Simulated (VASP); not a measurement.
# TiSi (Cmmm) in VASP: a series of runs

The runs below take TiSi through single point, with PBEsol.

All numbers are computed with VASP 6.6.1; they aren't measurements. Logs are shortened: lines on timing, memory, paths and dates and some standing lists are left out, and cuts for length are marked.

## Step 1: The cell of the first run

Symmetry: Cmmm, No. 65, orthorhombic system. Conventional cell: a = 3.735 Å, b = 4.355 Å, c = 3.598 Å, α = 90.00°, β = 90.00°, γ = 90.00°. Ti (site symmetry mmm) has 8 Si at 2.59 to 2.82 Å and 4 Ti at 2.87 Å within 3.4 Å. Within 3.4 Å of Si (site symmetry mmm) lie 8 Ti at 2.59 to 2.82 Å and 4 Si at 2.87 Å.

## Step 2: Single point, PBEsol

Contents of INCAR:

```
SYSTEM = TiSi
ALGO = Normal
EDIFF = 1E-6
ENCUT = 520
GGA = PS
ISIF = 2
ISMEAR = 0
LASPH = .TRUE.
LCHARG = .TRUE.
LELF = .TRUE.
LREAL = .FALSE.
LVHAR = .TRUE.
LWAVE = .FALSE.
NBANDS = 15
NELM = 80
PREC = Accurate
SIGMA = 0.15
```

Contents of KPOINTS:

```
k-points
0
G
  20 20 14
  0 0 0
```

Contents of POSCAR:

```
TiSi
1.0
    1.8673646571     -2.1773065276      0.0000000000
    1.8673646571      2.1773065276      0.0000000000
    0.0000000000      0.0000000000      3.5982515793
Ti Si
1 1
Direct
    0.5000000000      0.5000000000      0.0000000000
    0.0000000000      0.0000000000      0.5000000000
```

Potentials or basis: VASP PAW PBE potentials, release 64 (Ti_sv, Si).

Command:

```
$ cat potpaw_PBE.64/Ti_sv/POTCAR potpaw_PBE.64/Si/POTCAR > POTCAR
$ mpirun -np 1 vasp_std > vasp.out
```

OUTCAR:

```text
SYSTEM = TiSi
   EDIFF = 1E-6
   ENCUT = 520
   GGA = PS
   ISIF = 2
   ISMEAR = 0
   LASPH = .TRUE.
   LREAL = .FALSE.
   NELM = 80
   PREC = Accurate

 ion  position               nearest neighbor table
   1  0.500  0.500  0.000-   2 2.59   2 2.59   2 2.59   2 2.59   2 2.82   2 2.82   2 2.82   2 2.82

   2  0.000  0.000  0.500-   1 2.59   1 2.59   1 2.59   1 2.59   1 2.82   1 2.82   1 2.82   1 2.82

  LATTYP: Found a base centered orthorhombic cell.
 ALAT       =     3.7347293142
 B/A-ratio  =     1.1659782246
 C/A-ratio  =     0.9634571281

  Lattice vectors:

 A1 = (   1.8673646571,  -2.1773065276,   0.0000000000)
 A2 = (   1.8673646571,   2.1773065276,   0.0000000000)
 A3 = (   0.0000000000,   0.0000000000,   3.5982515793)

Analysis of symmetry for initial positions (statically):
=====================================================================
 Subroutine PRICEL returns:
 Original cell was already a primitive cell.

 Routine SETGRP: Setting up the symmetry group for a
 base centered orthorhombic supercell.

 Subroutine GETGRP returns: Found  8 space group operations
 (whereof  8 operations were pure point group operations)
 out of a pool of  8 trial point group operations.

The static configuration has the point symmetry D_2h.

Analysis of symmetry for dynamics (positions and initial velocities):
=====================================================================
 Subroutine PRICEL returns:
 Original cell was already a primitive cell.

 Routine SETGRP: Setting up the symmetry group for a
 base centered orthorhombic supercell.

 Subroutine GETGRP returns: Found  8 space group operations
 (whereof  8 operations were pure point group operations)
 out of a pool of  8 trial point group operations.

The dynamic configuration has the point symmetry D_2h.

 Subroutine INISYM returns: Found  8 space group operations
 (whereof  8 operations are pure point group operations),
 and found     1 'primitive' translations

----------------------------------------------------------------------------------------

                                     Primitive cell

  volume of cell :      29.2597

  direct lattice vectors                    reciprocal lattice vectors
     1.867364657 -2.177306528  0.000000000     0.267757022 -0.229641529  0.000000000
     1.867364657  2.177306528  0.000000000     0.267757022  0.229641529  0.000000000
     0.000000000  0.000000000  3.598251579     0.000000000  0.000000000  0.277912752

  length of vectors
     2.868399288  2.868399288  3.598251579     0.352745028  0.352745028  0.277912752

  position of ions in fractional coordinates (direct lattice)
     0.500000000  0.500000000  0.000000000
     0.000000000  0.000000000  0.500000000

  ion indices of the primitive-cell ions
   primitive index   ion index
                 1           1
                 2           2

----------------------------------------------------------------------------------------

 KPOINTS: k-points

Automatic generation of k-mesh.
 Grid dimensions read from file:
 generate k-points for:   20   20   14

 Generating k-lattice:

  Cartesian coordinates                     Fractional coordinates (reciprocal lattice)
     0.013387851 -0.011482076  0.000000000     0.050000000 -0.000000000  0.000000000
     0.013387851  0.011482076  0.000000000    -0.000000000  0.050000000  0.000000000
     0.000000000  0.000000000  0.019850911     0.000000000  0.000000000  0.071428571

  Length of vectors
     0.017637251  0.017637251  0.019850911

  Shift w.r.t. Gamma in fractional coordinates (k-lattice)
     0.000000000  0.000000000  0.000000000

 Subroutine IBZKPT returns following result:
 ===========================================

 Found    888 irreducible k-points:

 Following reciprocal coordinates:
            Coordinates               Weight
  0.000000  0.000000  0.000000      1.000000
  0.050000  0.000000  0.000000      4.000000
  0.100000  0.000000  0.000000      4.000000
  0.150000  0.000000  0.000000      4.000000
  0.200000  0.000000  0.000000      4.000000
  0.250000  0.000000  0.000000      4.000000
[... 16 lines left out ...]
 -0.400000  0.050000  0.000000      4.000000
 -0.350000  0.050000  0.000000      4.000000
 [... further k-points ...]
   k-points           NKPTS =    888   k-points in BZ     NKDIM =    888   number of bands    NBANDS=     15
   number of dos      NEDOS =    301   number of ions     NIONS =      2
   total plane-waves  NPLWV =  16128
   dimension x,y,z NGX =    24 NGY =   24 NGZ =   28
   dimension x,y,z NGXF=    48 NGYF=   48 NGZF=   56
   ions per type =               1   1
   NGX,Y,Z   is equivalent  to a cutoff of  13.91, 13.91, 12.94 a.u.
   NGXF,Y,Z  is equivalent  to a cutoff of  27.82, 27.82, 25.87 a.u.
 SYSTEM =  TiSi
   PREC   = accura    normal or accurate (medium, high low for compatibility)
   ISTART =      0    job   : 0-new  1-cont  2-samecut
   ICHARG =      2    charge: 1-file 2-atom 10-const
   ISPIN  =      1    spin polarized calculation?
   LNONCOLLINEAR =      F non collinear calculations
   LSORBIT =      F    spin-orbit coupling
   LASPH  =      T    aspherical Exc in radial PAW
   ENCUT  =  520.0 eV  38.22 Ry    6.18 a.u.   5.33  5.33  6.69*2*pi/ulx,y,z
   NELM   =     80;   NELMIN=  2; NELMDL= -5     # of ELM steps
   EDIFF  = 0.1E-05   stopping-criterion for ELM
   LREAL  =      F    real-space projection
   EDIFFG = 0.1E-04   stopping-criterion for IOM
   NSW    =      0    number of steps for IOM
   IBRION =     -1    ionic relax: 0-MD 1-quasi-New 2-CG
   NFREE  =      0    steps in history (QN), initial steepest desc. (CG)
   ISIF   =      2    stress and relaxation
   ISYM   =      2    0-nonsym 1-usesym 2-fastsym
   POTIM  = 0.5000    time-step for ionic-motion
   TEBEG  =    0.0;   TEEND  =   0.0 temperature during run
   PSTRESS=    0.0 pullay stress
   NELECT =      16.0000    total number of electrons
   NUPDOWN=      -1.0000    fix difference up-down
   EMIN   =  10.00;   EMAX   =-10.00  energy-range for DOS
   EFERMI =   0.00;   METHOD = LEGACY
   ISMEAR =     0;   SIGMA  =   0.15  broadening in eV -4-tet -1-fermi 0-gaus
   EFERMI_NEDOS =   21; number of points for ismear=-14 and -15
   IALGO  =     38    algorithm
   IMIX   =      4    mixing-type and parameters
     AMIX     =   0.40;   BMIX     =  1.00
     AMIX_MAG =   1.60;   BMIX_MAG =  1.00
  volume/ion in A,a.u.               =      14.63        98.73
  Fermi-wavevector in a.u.,A,eV,Ry     =   1.338725  2.529824 24.384157  1.792185
  Thomas-Fermi vector in A             =   2.467173
   LORBIT       =      0    0 simple, 1 ext, 2 COOP (PROOUT), +10 PAW based schemes
   GGA     = PS    functional components
   LHFCALC =     F    Hartree Fock is set to
   AEXX    =    0.0000 exact exchange contribution
   IVDW    =     0    specifies the selected vdW correction
   LEPSILON=     F    determine dielectric tensor
   LRPA    =     F    only Hartree local field effects (RPA)
 non-spin polarized calculation
 Gauss-broadening in eV      SIGMA  =   0.15
  energy-cutoff  :      520.00
  volume of cell :       29.26
 maximum number of plane-waves:       811
 NGX is ok and might be reduce to    24

 number of electron      15.9999999 magnetization

 Free energy of the ion-electron system (eV)
  ---------------------------------------------------
  ext. energy  EPLUGINS =         0.00000000
  ---------------------------------------------------
  free energy    TOTEN  =       -15.26927223 eV

  energy without entropy =      -15.25381285  energy(sigma->0) =      -15.26154254

 E-fermi :   9.9399     XC(G=0): -11.8345

 val. band max:        9.9394412259   @ k =  -0.4000   0.2500   0.4286
 cond. band min:       9.9408536062   @ k =  -0.2000   0.1500   0.5000
 fundamental gap:      0.0014123803
 Fermi energy:         9.9399137867

 k-point     1 :       0.0000    0.0000    0.0000
  band No.  band energies     occupation
      1     -46.4893      2.00000
      2     -22.9596      2.00000
      3     -22.6564      2.00000
      4     -22.5687      2.00000
      5      -1.5573      2.00000
      6       7.8009      2.00000
      7       8.7964      2.00000
      8       9.3044      2.00000
      9      11.5066      0.00000
     10      12.2039      0.00000
     11      12.5600      0.00000
     12      14.4330      0.00000
     13      15.1432      0.00000
     14      17.2080      0.00000
     15      18.5902      0.00000

 k-point     2 :       0.0500    0.0000    0.0000
  band No.  band energies     occupation
      1     -46.4880      2.00000
      2     -22.9582      2.00000
      3     -22.6616      2.00000
      4     -22.5739      2.00000
      5      -1.5092      2.00000
      6       7.8316      2.00000
      7       8.7869      2.00000
      8       9.2317      2.00000
      9      11.5838      0.00000
     10      12.2261      0.00000
     11      12.4844      0.00000
     12      14.2431      0.00000
     13      15.0958      0.00000
     14      17.2111      0.00000
     15      18.8328      0.00000

 k-point     3 :       0.1000    0.0000    0.0000
  band No.  band energies     occupation
      1     -46.4843      2.00000
      2     -22.9544      2.00000
      3     -22.6810      2.00000
      4     -22.5848      2.00000
      5      -1.3658      2.00000
      6       7.9147      2.00000
      7       8.7405      2.00000
      8       9.0439      2.00000
      9      11.7624      0.00000
     10      12.2957      0.00000
     11      12.3167      0.00000
     12      13.6508      0.00000
     13      15.2201      0.00000
     14      17.1942      0.00000
     15      19.2855      0.00000
[... 343 lines left out ...]
 k-point    23 :      -0.4000    0.0500    0.0000
  band No.  band energies     occupation
      1     -46.4409      2.00000
      2     -23.0150      2.00000
      3     -22.9091      2.00000
      4     -22.5926      2.00000
      5       1.2168      2.00000
      6       5.0267      2.00000
      7       7.7905      2.00000
      8       9.1715      2.00000
      9      11.0006      0.00000
     10      12.0598      0.00000
     11      13.4716      0.00000
     12      15.0721      0.00000
     13      15.8707      0.00000
     14      17.8817      0.00000
     15      18.5869      0.00000

 k-point    24 :      -0.3500    0.0500    0.0000
  band No.  band energies     occupation
      1     -46.4468      2.00000
      2     -22.9666      2.00000
      3     -22.9153      2.00000
      4     -22.5952      2.00000
      5       0.6108      2.00000
      6       5.8866      2.00000
      7       7.9444      2.00000
      8       9.0685      2.00000
      9      11.0428      0.00000
     10      12.0244      0.00000
     11      13.0349      0.00000
     12      14.4593      0.00000
     13      16.2385      0.00000
     14      17.4999      0.00000
     15      19.4471      0.00000

 [... further k-points ...]

------------------------ aborting loop because EDIFF is reached ----------------------------------------

  FORCE on cell =-STRESS in cart. coord.  units (eV):
  Direction    XX          YY          ZZ          XY          YZ          ZX
  --------------------------------------------------------------------------------------
  -------------------------------------------------------------------------------------
  Total       -1.1351733     -0.8589353      0.6112008      0.0000000      0.0000000      0.0000000
  in kB      -62.1587829    -47.0327995     33.4675779      0.0000000      0.0000000      0.0000000
  external PRESSURE =     -25.2413348 kB  Pullay stress =       0.0000000 kB

 VOLUME and BASIS-vectors are now :
 -----------------------------------------------------------------------------
  energy-cutoff  :      520.00
  volume of cell :       29.26
      direct lattice vectors                 reciprocal lattice vectors
     1.867364657 -2.177306528  0.000000000     0.267757022 -0.229641529  0.000000000
     1.867364657  2.177306528  0.000000000     0.267757022  0.229641529  0.000000000
     0.000000000  0.000000000  3.598251579     0.000000000  0.000000000  0.277912752

 POSITION                                       TOTAL-FORCE (eV/Angst)
 -----------------------------------------------------------------------------------
      1.86736      0.00000      0.00000         0.000000      0.000000      0.000000
      0.00000      0.00000      1.79913        -0.000000     -0.000000      0.000000
 -----------------------------------------------------------------------------------
    total drift:                               -0.000000     -0.000000     -0.000000

  FREE ENERGIE OF THE ION-ELECTRON SYSTEM (eV)
  ---------------------------------------------------
  free  energy   TOTEN  =       -15.2692722324 eV

  energy  without entropy=      -15.2538128529  energy(sigma->0) =      -15.26154254
```

Run time: 6.4 min. Hardware: 1 thread of Intel Xeon 8259CL, shared host; peak memory 0.48 GiB.

What came out:

```
Free energy            : -15.2693 eV
Pressure               : -2.5 GPa
Band gap on the k mesh : zero (bands 8 and 9 overlap by 1.33 eV)
```

Stress tensor (GPa, compression positive):
```
-6.22  0.00  0.00
 0.00 -4.70  0.00
 0.00  0.00  3.35
```

Caveat: the stress differs along the axes, from -6 to 3 GPa; the PAW data sets were made with another functional, which shifts forces and pressure a little.

## Step 3: Single point, PBEsol

This run uses another cell than the first one, of the same volume but with other edges.

Contents of INCAR:

```
PREC     = Accurate       # precision mode
ENCUT    = 520            # plane-wave cutoff, eV
EDIFF    = 1E-6           # SCF threshold, eV
ISMEAR   = 0              # smearing method
SIGMA    = 0.15           # smearing width, eV
LREAL    = F              # projectors in reciprocal space
LASPH    = T              # aspherical terms in the spheres
NELM     = 80             # most SCF steps
ALGO     = Normal         # electronic algorithm
ISIF     = 2              # what is computed and relaxed
LWAVE    = F              # write WAVECAR
LCHARG   = T              # write CHGCAR
GGA      = PS             # functional
LELF     = T              # ELF
LVHAR    = T            
NBANDS   = 15             # bands
```

Contents of KPOINTS:

```
Automatic mesh
0
Gamma
  20 20 14
```

Contents of POSCAR:

```
TiSi
1.0
    1.7593848538     -2.0514044282      0.0000000000
    1.7593848538      2.0514044282      0.0000000000
    0.0000000000      0.0000000000      4.0534805789
Ti Si
1 1
Direct
    0.5000000000      0.5000000000      0.0000000000
    0.0000000000      0.0000000000      0.5000000000
```

Potentials or basis: VASP PAW PBE potentials, release 64 (Ti_sv, Si).

Command:

```
$ cat potpaw_PBE.64/Ti_sv/POTCAR potpaw_PBE.64/Si/POTCAR > POTCAR
$ mpirun -np 1 vasp_std > vasp.out
```

Wall time 6.2 min (1 thread of Intel Xeon 8259CL, shared host); peak memory 0.47 GiB.

It converged, with:

* Free energy: -15.2598 eV
* Pressure: -5.6 GPa
* Band gap on the k mesh: zero (bands 8 and 9 overlap by 1.79 eV)

Stress tensor (GPa, compression positive):
```
 -1.63   0.00   0.00
  0.00  -2.60   0.00
  0.00   0.00 -12.60
```

Levels at points of the mesh, in eV from the Fermi level:
```tsv
k point	band 5	band 6	band 7	band 8	band 9	band 10	band 11	band 12
(0.00, 0.00, 0.00)	-11.94	-2.70	-2.64	-1.11	1.92	2.52	3.24	5.26
(0.50, 0.00, 0.00)	-7.47	-6.39	-3.25	-0.89	1.99	2.55	4.29	4.31
(0.50, 0.50, 0.00)	-5.29	-3.68	-1.25	-1.18	-1.12	-0.34	2.48	2.94
(0.00, 0.00, 0.50)	-10.89	-6.62	-0.93	-0.16	1.23	2.10	3.29	7.31
(0.50, 0.00, 0.50)	-7.89	-5.17	-2.41	-1.75	0.89	2.07	2.24	2.62
(0.50, 0.50, 0.50)	-4.77	-3.68	-3.01	-2.79	1.90	2.57	2.82	3.30
```

Caveat: the stress differs along the axes, from -13 to -2 GPa; the PAW data sets were made with another functional, which shifts forces and pressure a little.

## Step 4: Single point, PBEsol

This run uses another cell than the first one, of the same volume but with other edges.

Contents of INCAR:

```
SYSTEM = TiSi
PREC = Accurate ; ENCUT = 520
EDIFF = 1E-7 ; ISMEAR = 0
SIGMA = 0.15 ; LREAL = .False.
LASPH = .True. ; NELM = 60
ALGO = Normal ; ISIF = 2
LWAVE = .False. ; LCHARG = .False.
GGA = PS ; NBANDS = 15
```

Contents of KPOINTS:

```
Automatic mesh
0
Gamma
  20 20 14
  0 0 0
```

Contents of POSCAR:

```
TiSi
1.0
    1.8410602427     -2.1466361531      0.0000000000
    1.8410602427      2.1466361531      0.0000000000
    0.0000000000      0.0000000000      3.7018071945
Ti Si
1 1
Direct
    0.5000000000      0.5000000000      0.0000000000
    0.0000000000      0.0000000000      0.5000000000
```

Command:

```
$ cat potpaw_PBE.64/Ti_sv/POTCAR potpaw_PBE.64/Si/POTCAR > POTCAR
$ mpirun -np 1 vasp_std > vasp.out
```

It took 6.5 min on 1 thread of Intel Xeon 8259CL, shared host; peak memory 0.47 GiB.

The run converged. Its results:

```yaml
Free_energy: -15.3055 eV
Pressure: -3.5 GPa
Band_gap_on_the_k_mesh: zero (bands 8 and 9 overlap by 1.53 eV)
```

Stress tensor (GPa, compression positive):
```
-5.21  0.00  0.00
 0.00 -5.05  0.00
 0.00  0.00 -0.10
```

Levels at points of the mesh, in eV from the Fermi level:
```tsv
k point	band 6	band 7	band 8	band 9	band 10	band 11
(0.00, 0.00, 0.00)	-2.28	-1.17	-1.13	1.60	2.28	2.76
(0.50, 0.00, 0.00)	-6.28	-2.61	-0.82	1.49	2.27	4.20
(0.50, 0.50, 0.00)	-3.76	-1.59	-1.32	-0.70	-0.25	3.04
(0.00, 0.00, 0.50)	-6.42	-0.76	0.37	0.92	1.51	2.86
(0.50, 0.00, 0.50)	-4.60	-2.67	-1.71	1.57	1.68	1.78
(0.50, 0.50, 0.50)	-3.87	-3.47	-3.19	2.27	2.50	2.72
```

Caveat: the stress differs along the axes, from -5 to -0 GPa; the PAW data sets were made with another functional, which shifts forces and pressure a little.

## Step 5: Overview

| cell | gap on the mesh (eV) | pressure (GPa) |
| --- | --- | --- |
| a = 2.868, b = 2.868, c = 3.598 Å, angles 90.0, 90.0, 98.8°, 2 atoms | none | -2.5 |
| a = 2.703, b = 2.703, c = 4.053 Å, angles 90.0, 90.0, 98.8°, 2 atoms | none | -5.6 |
| a = 2.828, b = 2.828, c = 3.702 Å, angles 90.0, 90.0, 98.8°, 2 atoms | none | -3.5 |

Alike in all rows: task single point; level PBEsol; potentials or basis VASP PAW PBE potentials, release 64 (Ti_sv, Si); no spin polarisation; k mesh 20 × 20 × 14; cutoff (eV) 520; smearing gaussian 0.15 eV.

Caveats: the PAW data sets were made with another functional, which shifts forces and pressure a little; the stress differs along the axes, from -6 to 3 GPa (at least some runs); the stress differs along the axes, from -13 to -2 GPa (at least some runs); the stress differs along the axes, from -5 to -0 GPa (at least some runs).

Absolute energies hang on the potentials; compare differences alone.
